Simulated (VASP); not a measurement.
Here is a VASP 6.6.1 calculation.

Contents of INCAR:

```
SYSTEM = Mg7CoO8
PREC = Accurate
ENCUT = 520
EDIFF = 1E-6
ISMEAR = 0
SIGMA = 0.01
LREAL = Auto
LASPH = .True.
NELM = 150
ALGO = Normal
ISIF = 2
LWAVE = .False.
LCHARG = .False.
ISPIN = 2
MAGMOM = 0 0 0 0 0.01 0 0 2.78 0.06 0.06 0 0.04 0.04 0 0.07 0.06
LORBIT = 11
LMAXMIX = 4
LDAU = .True.
LDAUTYPE = 2
LDAUL = -1 2 -1
LDAUU = 0 3.2 0
LDAUJ = 0 0 0
LDAUPRINT = 1
NBANDS = 54
```

Contents of KPOINTS:

```
regular mesh
0
Gamma
  2 2 2
  0 0 0
```

File POSCAR:

```
Mg7CoO8
1.0
    0.0000000000      4.3481000000      4.3481000000
    4.3481000000      0.0000000000      4.3481000000
    4.3481000000      4.3481000000      0.0000000000
Mg Co O
7 1 8
Direct
    0.9878010300      0.0057530400      0.9997875400
    0.0118038800      0.9804527600      0.5056642300
    0.9940867800      0.4995929100      0.5018981300
    0.4854816700      0.0118115900      0.0032462600
    0.5000057000      0.0016869000      0.4901239900
    0.4926855500      0.5014766500      0.9922720000
    0.5042112800      0.4837419100      0.5051861700
    0.9925552600      0.4956245300      0.0071453000
    0.2465326700      0.2464134700      0.2544617500
    0.2505876800      0.2420425700      0.7473136800
    0.2398825400      0.7674873200      0.2447471300
    0.2519085200      0.7454308000      0.7508721200
    0.7450322800      0.2540688200      0.2419650800
    0.7568658400      0.2451120500      0.7499844900
    0.7513899700      0.7565027500      0.2479999100
    0.7497856600      0.7444421100      0.7378618100
```

Potentials or basis: VASP PAW LDA potentials, release 64 (Mg, Co, O).

Run with:

```console
$ cat potpaw_LDA.64/Mg/POTCAR potpaw_LDA.64/Co/POTCAR potpaw_LDA.64/O/POTCAR > POTCAR
$ mpirun -np 1 vasp_std > vasp.out
```

Q: What does it give for the site moments?

A: Mg -0.00, +0.01 (each value once); Co +2.66; O +0.04, -0.00, +0.05 (each value once) μB.

Q: Estimate the net moment.

A: 3.00 μB per cell.

Q: Predict the pressure.

A: -19.0 GPa.

Forces on the atoms (eV/Å):
```
Mg  -0.169  0.423  0.200
Mg   0.200 -0.349 -0.124
Mg  -0.034  0.012  0.189
Mg  -0.599  0.139 -0.298
Mg   0.168  0.393 -0.133
Mg   0.388  0.196  0.373
Mg   0.058 -0.375  0.262
Co  -0.044 -0.275  0.088
O   -0.020 -0.075  0.203
O    0.166 -0.015  0.384
O   -0.443  0.449 -0.245
O   -0.212 -0.109 -0.178
O    0.324  0.058 -0.058
O   -0.009 -0.508 -0.376
O   -0.202 -0.216 -0.408
O    0.431  0.252  0.122
```

Caveat: the k points lie up to 0.63 Å⁻¹ apart. The state reached can hang on the start; a lower one may exist.
